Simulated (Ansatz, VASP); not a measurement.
## One calculation of CsTlH4, two programs

```
CELL_PARAMETERS angstrom
4.34060 0.00000 0.00000
0.00000 4.34060 0.00000
0.00000 0.00000 5.52114
ATOMIC_POSITIONS crystal
Cs 0.50000 0.50000 0.50000
Tl 0.00000 0.00000 0.00000
H 0.00000 0.00000 0.57956
H 0.50000 0.00000 0.00000
H 0.00000 0.50000 0.00000
H 0.00000 0.00000 0.42044
```

Alike in both runs: functional PBE; k mesh 4 × 4 × 4; occupations gaussian, width 0.1 eV; no spin polarisation.

Ansatz relaxed the structure, and its values are those at the end. VASP's run is a single point on that final structure, the one shown.

```csv
,VASP,Ansatz
version,VASP 6.6.1,Ansatz 0.2.0
potentials or method,"VASP PAW PBE potentials, release 64 (Cs_sv, Tl_d, H), cutoff 520 eV","scalar-relativistic, plane waves, PAW"
valence electrons in the cell,26,26
```

```csv
,VASP,Ansatz,Ansatz less VASP
gap on the k mesh at the Fermi level (eV),none,none,-
pressure (GPa),-0.1,-0.1,+0.04
rms of the force components (eV/Å),0.005,0.005,+0.0006
```

A gap of «none» marks a metal or a gap that the smearing closes.

The k mesh is coarse, so the values compare programs but aren't converged. Spin-orbit coupling is off throughout.
